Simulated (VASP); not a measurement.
Set up this calculation in VASP 6.6.1, as the native input.

```
Task                   : single point
Functional             : PBE
Potentials or basis    : VASP PAW PBE potentials, release 64 (Se, Zn)
Cutoff                 : 520 eV
k mesh                 : 12 × 12 × 12
Occupations            : gaussian, width 0.05 eV
Spin                   : no spin polarisation
Dipole correction      : no
Further INCAR settings : ALGO = Normal; EDIFF = 1e-06; NBANDS = 16
```

The structure of ZnSe lies in POSCAR:

```
ZnSe
1.0
    0.0000000000      2.6104328749      2.6104328749
    2.6104328749      0.0000000000      2.6104328749
    2.6104328749      2.6104328749      0.0000000000
Se Zn
1 1
Direct
    0.0000000000      0.0000000000      0.0000000000
    0.5000000000      0.5000000000      0.5000000000
```

This cell differs from its parent crystal: volume scaled by 0.920.

One way to write it, as run:

INCAR

```
  PREC = Accurate
  ENCUT = 520
  EDIFF = 1E-6
  ISMEAR = 0
  SIGMA = 0.05
  LREAL = False
  LASPH = True
  NELM = 100
  ALGO = Normal
  ISIF = 2
  LWAVE = False
  LCHARG = True
  GGA = PE
  LELF = True
  LVHAR = True
  NBANDS = 16
```

KPOINTS

```
regular mesh
0
Gamma
  12 12 12
```

Potentials or basis: VASP PAW PBE potentials, release 64 (Se, Zn).

Run with:

```sh
$ cat potpaw_PBE.64/Se/POTCAR potpaw_PBE.64/Zn/POTCAR > POTCAR
$ mpirun -np 1 vasp_std > vasp.out
```

It gave:

```
Pressure               : 7.4 GPa
Band gap on the k mesh : zero (band 9 reaches 3.98 eV, above the bottom of band 10 at 2.88 eV)
```

It took 67 s on 1 thread of Intel Xeon 8259CL, with other jobs on the host, peak memory 0.18 GiB.
